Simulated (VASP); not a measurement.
# AlCu3 (Fm-3m) in VASP: a series of runs

The runs below take AlCu3 through single point, with PBEsol.

All numbers are computed with VASP 6.6.1; they aren't measurements. Logs are shortened: lines on timing, memory, paths and dates and some standing lists are left out, and cuts for length are marked.

## (1) The cell of the first run

It takes space group Fm-3m (No. 225, cubic). Conventional cell: a = 5.649 Å, b = 5.649 Å, c = 5.649 Å, α = 90.00°, β = 90.00°, γ = 90.00°. Within 3.2 Å of Al (site symmetry m-3m) lie 14 Cu at 2.45 to 2.82 Å. Within 3.2 Å of Cu (site symmetry m-3m) lie 8 Cu at 2.45 Å and 6 Al at 2.82 Å. Cu (site symmetry -43m) has 4 Al at 2.45 Å and 10 Cu at 2.45 to 2.82 Å within 3.2 Å.

## (2) Single point, PBEsol (11.27 Å³/atom)

The input, INCAR:

```
SYSTEM = AlCu3
ALGO     = Fast           ! electronic algorithm
EDIFF    = 1E-6           ! SCF threshold, eV
ENCUT    = 520            ! plane-wave cutoff, eV
GGA      = PS             ! functional
ISIF     = 2              ! what is computed and relaxed
ISMEAR   = 0              ! smearing method
LASPH    = .TRUE.         ! aspherical terms in the spheres
LCHARG   = .FALSE.        ! write CHGCAR
LREAL    = .FALSE.        ! projectors in reciprocal space
LWAVE    = .FALSE.        ! write WAVECAR
NBANDS   = 26             ! bands
NELM     = 60             ! most SCF steps
PREC     = Accurate       ! precision mode
SIGMA    = 0.1            ! smearing width, eV
```

The input, KPOINTS:

```
k-points
0
G
  12 12 12
  0 0 0
```

The input, POSCAR:

```
AlCu3
1.0
    0.0000000000      2.8246076142      2.8246076142
    2.8246076142      0.0000000000      2.8246076142
    2.8246076142      2.8246076142      0.0000000000
Al Cu
1 3
Direct
    0.0000000000      0.0000000000      0.0000000000
    0.5000000000      0.5000000000      0.5000000000
    0.2500000000      0.2500000000      0.2500000000
    0.7500000000      0.7500000000      0.7500000000
```

Potentials or basis: VASP PAW PBE potentials, release 64 (Al, Cu).

Run with:

```bash
cat potpaw_PBE.64/Al/POTCAR potpaw_PBE.64/Cu/POTCAR > POTCAR
mpirun -np 1 vasp_std > vasp.out
```

OUTCAR:

```text
SYSTEM = AlCu3
   EDIFF = 1E-6
   ENCUT = 520
   GGA = PS
   ISIF = 2
   ISMEAR = 0
   LASPH = .TRUE.
   LREAL = .FALSE.
   NELM = 60
   PREC = Accurate

 ion  position               nearest neighbor table
   1  0.000  0.000  0.000-   4 2.45   4 2.45   4 2.45   3 2.45   4 2.45   3 2.45   3 2.45   3 2.45
                             2 2.82   2 2.82   2 2.82   2 2.82   2 2.82   2 2.82
   2  0.500  0.500  0.500-   3 2.45   3 2.45   3 2.45   3 2.45   4 2.45   4 2.45   4 2.45   4 2.45
                             1 2.82   1 2.82   1 2.82   1 2.82   1 2.82   1 2.82
   3  0.250  0.250  0.250-   1 2.45   1 2.45   1 2.45   1 2.45   2 2.45   2 2.45   2 2.45   2 2.45

   4  0.750  0.750  0.750-   2 2.45   2 2.45   2 2.45   1 2.45   2 2.45   1 2.45   1 2.45   1 2.45

  LATTYP: Found a face centered cubic cell.
 ALAT       =     5.6492152284

  Lattice vectors:

 A1 = (   0.0000000000,   2.8246076142,   2.8246076142)
 A2 = (   2.8246076142,   0.0000000000,   2.8246076142)
 A3 = (   2.8246076142,   2.8246076142,   0.0000000000)

Analysis of symmetry for initial positions (statically):
=====================================================================
 Subroutine PRICEL returns:
 Original cell was already a primitive cell.

 Routine SETGRP: Setting up the symmetry group for a
 face centered cubic supercell.

 Subroutine GETGRP returns: Found 48 space group operations
 (whereof 48 operations were pure point group operations)
 out of a pool of 48 trial point group operations.

The static configuration has the point symmetry O_h .

Analysis of symmetry for dynamics (positions and initial velocities):
=====================================================================
 Subroutine PRICEL returns:
 Original cell was already a primitive cell.

 Routine SETGRP: Setting up the symmetry group for a
 face centered cubic supercell.

 Subroutine GETGRP returns: Found 48 space group operations
 (whereof 48 operations were pure point group operations)
 out of a pool of 48 trial point group operations.

The dynamic configuration has the point symmetry O_h .

 Subroutine INISYM returns: Found 48 space group operations
 (whereof 48 operations are pure point group operations),
 and found     1 'primitive' translations

----------------------------------------------------------------------------------------

                                     Primitive cell

  volume of cell :      45.0717

  direct lattice vectors                    reciprocal lattice vectors
     0.000000000  2.824607614  2.824607614    -0.177015738  0.177015738  0.177015738
     2.824607614  0.000000000  2.824607614     0.177015738 -0.177015738  0.177015738
     2.824607614  2.824607614  0.000000000     0.177015738  0.177015738 -0.177015738

  length of vectors
     3.994598396  3.994598396  3.994598396     0.306600251  0.306600251  0.306600251

  position of ions in fractional coordinates (direct lattice)
     0.000000000  0.000000000  0.000000000
     0.500000000  0.500000000  0.500000000
     0.250000000  0.250000000  0.250000000
     0.750000000  0.750000000  0.750000000

  ion indices of the primitive-cell ions
   primitive index   ion index
                 1           1
                 2           2
                 3           3
                 4           4

----------------------------------------------------------------------------------------

 KPOINTS: k-points

Automatic generation of k-mesh.
 Grid dimensions read from file:
 generate k-points for:   12   12   12

 Generating k-lattice:

  Cartesian coordinates                     Fractional coordinates (reciprocal lattice)
    -0.014751311  0.014751311  0.014751311     0.083333333  0.000000000  0.000000000
     0.014751311 -0.014751311  0.014751311     0.000000000  0.083333333  0.000000000
     0.014751311  0.014751311 -0.014751311     0.000000000  0.000000000  0.083333333

  Length of vectors
     0.025550021  0.025550021  0.025550021

  Shift w.r.t. Gamma in fractional coordinates (k-lattice)
     0.000000000  0.000000000  0.000000000

 Subroutine IBZKPT returns following result:
 ===========================================

 Found     72 irreducible k-points:

 Following reciprocal coordinates:
            Coordinates               Weight
  0.000000  0.000000  0.000000      1.000000
  0.083333  0.000000  0.000000      8.000000
  0.166667  0.000000  0.000000      8.000000
  0.250000  0.000000  0.000000      8.000000
  0.333333  0.000000  0.000000      8.000000
  0.416667  0.000000  0.000000      8.000000
[... 16 lines left out ...]
  0.500000  0.166667  0.000000     24.000000
 -0.416667  0.166667  0.000000     24.000000
 [... further k-points ...]
   k-points           NKPTS =     72   k-points in BZ     NKDIM =     72   number of bands    NBANDS=     26
   number of dos      NEDOS =    301   number of ions     NIONS =      4
   total plane-waves  NPLWV =  27000
   dimension x,y,z NGX =    30 NGY =   30 NGZ =   30
   dimension x,y,z NGXF=    60 NGYF=   60 NGZF=   60
   ions per type =               1   3
   NGX,Y,Z   is equivalent  to a cutoff of  12.49, 12.49, 12.49 a.u.
   NGXF,Y,Z  is equivalent  to a cutoff of  24.97, 24.97, 24.97 a.u.
 SYSTEM =  AlCu3
   PREC   = accura    normal or accurate (medium, high low for compatibility)
   ISTART =      0    job   : 0-new  1-cont  2-samecut
   ICHARG =      2    charge: 1-file 2-atom 10-const
   ISPIN  =      1    spin polarized calculation?
   LNONCOLLINEAR =      F non collinear calculations
   LSORBIT =      F    spin-orbit coupling
   LASPH  =      T    aspherical Exc in radial PAW
   ENCUT  =  520.0 eV  38.22 Ry    6.18 a.u.   7.43  7.43  7.43*2*pi/ulx,y,z
   NELM   =     60;   NELMIN=  2; NELMDL= -5     # of ELM steps
   EDIFF  = 0.1E-05   stopping-criterion for ELM
   LREAL  =      F    real-space projection
[... 7 lines left out ...]
   TEBEG  =    0.0;   TEEND  =   0.0 temperature during run
   PSTRESS=    0.0 pullay stress
   NELECT =      36.0000    total number of electrons
   NUPDOWN=      -1.0000    fix difference up-down
   EMIN   =  10.00;   EMAX   =-10.00  energy-range for DOS
   EFERMI =   0.00;   METHOD = LEGACY
   ISMEAR =     0;   SIGMA  =   0.10  broadening in eV -4-tet -1-fermi 0-gaus
   EFERMI_NEDOS =   21; number of points for ismear=-14 and -15
   IALGO  =     68    algorithm
   IMIX   =      4    mixing-type and parameters
     AMIX     =   0.40;   BMIX     =  1.00
     AMIX_MAG =   1.60;   BMIX_MAG =  1.00
  volume/ion in A,a.u.               =      11.27        76.04
  Fermi-wavevector in a.u.,A,eV,Ry     =   1.518941  2.870382 31.391109  2.307181
  Thomas-Fermi vector in A             =   2.627994
   LORBIT       =      0    0 simple, 1 ext, 2 COOP (PROOUT), +10 PAW based schemes
   GGA     = PS    functional components
   LHFCALC =     F    Hartree Fock is set to
   AEXX    =    0.0000 exact exchange contribution
   IVDW    =     0    specifies the selected vdW correction
   LEPSILON=     F    determine dielectric tensor
   LRPA    =     F    only Hartree local field effects (RPA)
 non-spin polarized calculation
 RMM-DIIS sequential band-by-band and
 Gauss-broadening in eV      SIGMA  =   0.10
  energy-cutoff  :      520.00
  volume of cell :       45.07
 maximum number of plane-waves:      1243
 NGX is ok and might be reduce to    30
   NGX = 15   NGY = 15   NGZ = 15

 number of electron      36.0000046 magnetization

 Free energy of the ion-electron system (eV)
  ---------------------------------------------------
  ext. energy  EPLUGINS =         0.00000000
  ---------------------------------------------------
  free energy    TOTEN  =       -17.62855587 eV

  energy without entropy =      -17.62354806  energy(sigma->0) =      -17.62605197

 E-fermi :   9.3970     XC(G=0): -12.8314

 val. band max:        9.3596076843   @ k =   0.3333   0.2500   0.0833
 cond. band min:       9.4114119464   @ k =  -0.1667   0.1667   0.0000
 fundamental gap:      0.0518042621
 Fermi energy:         9.3969823809

 k-point     1 :       0.0000    0.0000    0.0000
  band No.  band energies     occupation
      1      -1.7448      2.00000
      2       4.3101      2.00000
      3       4.3101      2.00000
      4       4.4342      2.00000
      5       4.4342      2.00000
      6       4.4342      2.00000
[... 18 lines left out ...]
     25      16.4807      0.00000
     26      16.4951      0.00000

 k-point     2 :       0.0833    0.0000    0.0000
  band No.  band energies     occupation
      1      -1.6436      2.00000
      2       4.2875      2.00000
      3       4.2875      2.00000
      4       4.3939      2.00000
      5       4.5030      2.00000
      6       4.5030      2.00000
[... 18 lines left out ...]
     25      16.1721      0.00000
     26      16.5361      0.00000

 k-point     3 :       0.1667    0.0000    0.0000
  band No.  band energies     occupation
      1      -1.3423      2.00000
      2       4.2762      2.00000
      3       4.2820      2.00000
      4       4.2820      2.00000
      5       4.6387      2.00000
      6       4.6387      2.00000
[... 18 lines left out ...]
     25      16.0406      0.00000
     26      17.0647      0.00000

 k-point     4 :       0.2500    0.0000    0.0000
  band No.  band energies     occupation
      1      -0.8484      2.00000
      2       4.0276      2.00000
      3       4.3175      2.00000
      4       4.3175      2.00000
      5       4.7900      2.00000
      6       4.7900      2.00000
[... 18 lines left out ...]
     25      16.8368      0.00000
     26      18.1021      0.00000
[... 496 lines left out ...]
      1       0.4057      2.00000
      2       3.2552      2.00000
      3       4.2269      2.00000
      4       4.6428      2.00000
      5       4.7030      2.00000
      6       4.9182      2.00000
[... 18 lines left out ...]
     25      20.2356      0.00000
     26      21.5408      0.00000

 k-point    23 :       0.5000    0.1667    0.0000
  band No.  band energies     occupation
      1       1.2292      2.00000
      2       2.5142      2.00000
      3       4.1763      2.00000
      4       4.6545      2.00000
      5       4.7006      2.00000
      6       4.9676      2.00000
[... 18 lines left out ...]
     25      20.2212      0.00000
     26      21.8745      0.00000

 k-point    24 :      -0.4167    0.1667    0.0000
  band No.  band energies     occupation
      1       1.4881      2.00000
      2       2.2713      2.00000
      3       4.2027      2.00000
      4       4.5883      2.00000
      5       4.6839      2.00000
      6       4.9938      2.00000
[... 18 lines left out ...]
     25      18.8809      0.00000
     26      20.3422      0.00000

 [... further k-points ...]
[... 5 lines left out ...]
  --------------------------------------------------------------------------------------
  -------------------------------------------------------------------------------------
  Total        3.1835201      3.1835201      3.1835201      0.0000000     -0.0000000     -0.0000000
  in kB      113.1654388    113.1654388    113.1654388      0.0000000     -0.0000000     -0.0000000
  external PRESSURE =     113.1654388 kB  Pullay stress =       0.0000000 kB

 VOLUME and BASIS-vectors are now :
 -----------------------------------------------------------------------------
  energy-cutoff  :      520.00
  volume of cell :       45.07
      direct lattice vectors                 reciprocal lattice vectors
     0.000000000  2.824607614  2.824607614    -0.177015738  0.177015738  0.177015738
     2.824607614  0.000000000  2.824607614     0.177015738 -0.177015738  0.177015738
     2.824607614  2.824607614  0.000000000     0.177015738  0.177015738 -0.177015738

 POSITION                                       TOTAL-FORCE (eV/Angst)
 -----------------------------------------------------------------------------------
      0.00000      0.00000      0.00000         0.000000      0.000000      0.000000
      2.82461      2.82461      2.82461         0.000000      0.000000      0.000000
      1.41230      1.41230      1.41230        -0.000000     -0.000000     -0.000000
      4.23691      4.23691      4.23691         0.000000      0.000000      0.000000
 -----------------------------------------------------------------------------------
    total drift:                                0.000000     -0.000000      0.000000

  FREE ENERGIE OF THE ION-ELECTRON SYSTEM (eV)
  ---------------------------------------------------
  free  energy   TOTEN  =       -17.6285558737 eV

  energy  without entropy=      -17.6235480591  energy(sigma->0) =      -17.62605197
```

Run time: 88 s. Hardware: 1 thread of Intel Xeon Platinum 8488C (Sapphire Rapids), shared host; peak memory 0.2 GiB.

Results:

```yaml
Free_energy: -17.6286 eV
Pressure: 11.3 GPa
Band_gap_on_the_k_mesh: zero (bands 18 and 19 overlap by 6.02 eV)
```

Levels at points of the mesh, in eV from the Fermi level:
| k point | band 15 | band 16 | band 17 | band 18 | band 19 | band 20 | band 21 | band 22 |
| --- | --- | --- | --- | --- | --- | --- | --- | --- |
| (0.00, 0.00, 0.00) | -2.61 | -2.61 | 3.85 | 3.85 | 3.85 | 4.40 | 4.40 | 4.40 |
| (0.50, 0.00, 0.00) | -2.56 | -2.56 | -2.25 | 2.72 | 2.72 | 3.12 | 3.12 | 3.99 |
| (0.50, 0.50, 0.00) | -2.46 | -2.41 | -2.35 | -2.35 | -2.18 | 2.18 | 2.66 | 11.29 |

Caveat: the cell stands under pressure; the PAW data sets were made with another functional, which shifts forces and pressure a little.

## (3) Single point, PBEsol (11.63 Å³/atom)

This run uses another cell than the first one, of 11.63 Å³/atom.

The input, INCAR:

```
  PREC = Accurate
  ENCUT = 520
  EDIFF = 1E-6
  ISMEAR = 0
  SIGMA = 0.1
  LREAL = False
  LASPH = True
  NELM = 100
  ALGO = Fast
  ISIF = 2
  LWAVE = False
  LCHARG = True
  GGA = PS
  LELF = True
  LVHAR = True
  NBANDS = 26
```

The input, KPOINTS:

```
regular mesh
0
Gamma
  12 12 12
```

The input, POSCAR:

```
AlCu3
1.0
    0.0000000000      2.8543425110      2.8543425110
    2.8543425110      0.0000000000      2.8543425110
    2.8543425110      2.8543425110      0.0000000000
Al Cu
1 3
Direct
    0.0000000000      0.0000000000      0.0000000000
    0.5000000000      0.5000000000      0.5000000000
    0.2500000000      0.2500000000      0.2500000000
    0.7500000000      0.7500000000      0.7500000000
```

Potentials or basis: VASP PAW PBE potentials, release 64 (Al, Cu).

Run with:

```bash
cat potpaw_PBE.64/Al/POTCAR potpaw_PBE.64/Cu/POTCAR > POTCAR
mpirun -np 1 vasp_std > vasp.out
```

OUTCAR:

```text
PREC = Accurate
   ENCUT = 520
   EDIFF = 1E-6
   ISMEAR = 0
   LREAL = False
   LASPH = True
   NELM = 100
   ISIF = 2
   GGA = PS

 ion  position               nearest neighbor table
   1  0.000  0.000  0.000-   4 2.47   4 2.47   4 2.47   3 2.47   3 2.47   3 2.47   4 2.47   3 2.47
                             2 2.85   2 2.85   2 2.85   2 2.85   2 2.85   2 2.85
   2  0.500  0.500  0.500-   3 2.47   3 2.47   3 2.47   4 2.47   4 2.47   4 2.47   4 2.47   3 2.47
                             1 2.85   1 2.85   1 2.85   1 2.85   1 2.85   1 2.85
   3  0.250  0.250  0.250-   1 2.47   1 2.47   1 2.47   2 2.47   2 2.47   2 2.47   2 2.47   1 2.47

   4  0.750  0.750  0.750-   2 2.47   2 2.47   2 2.47   1 2.47   1 2.47   1 2.47   2 2.47   1 2.47

  LATTYP: Found a face centered cubic cell.
 ALAT       =     5.7086850220

  Lattice vectors:

 A1 = (   0.0000000000,   2.8543425110,   2.8543425110)
 A2 = (   2.8543425110,   0.0000000000,   2.8543425110)
 A3 = (   2.8543425110,   2.8543425110,   0.0000000000)

Analysis of symmetry for initial positions (statically):
=====================================================================
 Subroutine PRICEL returns:
 Original cell was already a primitive cell.
[... 170 lines left out ...]
  ---------------------------------------------------
  free energy    TOTEN  =       -17.70440492 eV

  energy without entropy =      -17.69948863  energy(sigma->0) =      -17.70194678

 E-fermi :   8.9748     XC(G=0): -12.6609

 val. band max:        8.9428405420   @ k =   0.3333   0.2500   0.0833
 cond. band min:       8.9843957489   @ k =  -0.1667   0.1667   0.0000
 fundamental gap:      0.0415552068
 Fermi energy:         8.9748488685

 k-point     1 :       0.0000    0.0000    0.0000
  band No.  band energies     occupation
      1      -1.9098      2.00000
      2       4.0758      2.00000
      3       4.0758      2.00000
      4       4.1800      2.00000
      5       4.1800      2.00000
      6       4.1800      2.00000
[... 685 lines left out ...]
     25      18.3136      0.00000
     26      19.6549      0.00000

 [... further k-points ...]
[... 5 lines left out ...]
  --------------------------------------------------------------------------------------
  -------------------------------------------------------------------------------------
  Total        1.5887297      1.5887297      1.5887297      0.0000000     -0.0000000      0.0000000
  in kB       54.7283489     54.7283489     54.7283489      0.0000000     -0.0000000      0.0000000
  external PRESSURE =      54.7283489 kB  Pullay stress =       0.0000000 kB

 VOLUME and BASIS-vectors are now :
 -----------------------------------------------------------------------------
  energy-cutoff  :      520.00
  volume of cell :       46.51
      direct lattice vectors                 reciprocal lattice vectors
     0.000000000  2.854342511  2.854342511    -0.175171689  0.175171689  0.175171689
     2.854342511  0.000000000  2.854342511     0.175171689 -0.175171689  0.175171689
     2.854342511  2.854342511  0.000000000     0.175171689  0.175171689 -0.175171689

 POSITION                                       TOTAL-FORCE (eV/Angst)
 -----------------------------------------------------------------------------------
      0.00000      0.00000      0.00000         0.000000     -0.000000     -0.000000
      2.85434      2.85434      2.85434         0.000000     -0.000000     -0.000000
      1.42717      1.42717      1.42717         0.000000      0.000000     -0.000000
      4.28151      4.28151      4.28151        -0.000000     -0.000000      0.000000
 -----------------------------------------------------------------------------------
    total drift:                                0.000000     -0.000000      0.000000

  FREE ENERGIE OF THE ION-ELECTRON SYSTEM (eV)
  ---------------------------------------------------
  free  energy   TOTEN  =       -17.7044049246 eV

  energy  without entropy=      -17.6994886289  energy(sigma->0) =      -17.70194678
```

stdout:

```text
POSCAR found type information on POSCAR AlCu
 POSCAR found :  2 types and       4 ions
 scaLAPACK will be used
 -----------------------------------------------------------------------------
|                                                                             |
|                                                                             |
|     You enforced a specific xc type in the INCAR file but a different       |
|     I HOPE YOU KNOW WHAT YOU ARE DOING!                                     |
|                                                                             |
 -----------------------------------------------------------------------------

 LDA part: xc-table for (Slater+PW92), standard interpolation
 POSCAR, INCAR and KPOINTS ok, starting setup
 FFT: planning ... GRIDC
 FFT: planning ... GRID_SOFT
 FFT: planning ... GRID
 WAVECAR not read
 entering main loop
```

Run time: 78 s. Hardware: 1 thread of Intel Xeon Platinum 8488C (Sapphire Rapids), shared host; peak memory 0.2 GiB.

Results:

```yaml
Free_energy: -17.7044 eV
Pressure: 5.5 GPa
Band_gap_on_the_k_mesh: zero (bands 18 and 19 overlap by 5.95 eV)
```

Levels at points of the mesh, in eV from the Fermi level:
```tsv
k point	band 16	band 17	band 18	band 19	band 20	band 21
(0.00, 0.00, 0.00)	-2.54	3.81	3.81	3.81	4.29	4.29
(0.50, 0.00, 0.00)	-2.50	-2.20	2.71	2.71	3.03	3.03
(0.50, 0.50, 0.00)	-2.35	-2.25	-2.25	-2.14	2.09	2.52
```

Caveat: the cell stands under pressure; the PAW data sets were made with another functional, which shifts forces and pressure a little.

(Continued in part 2 of 2.)

The gap in the log of VASP goes by the Fermi energy; the results here count the filled bands.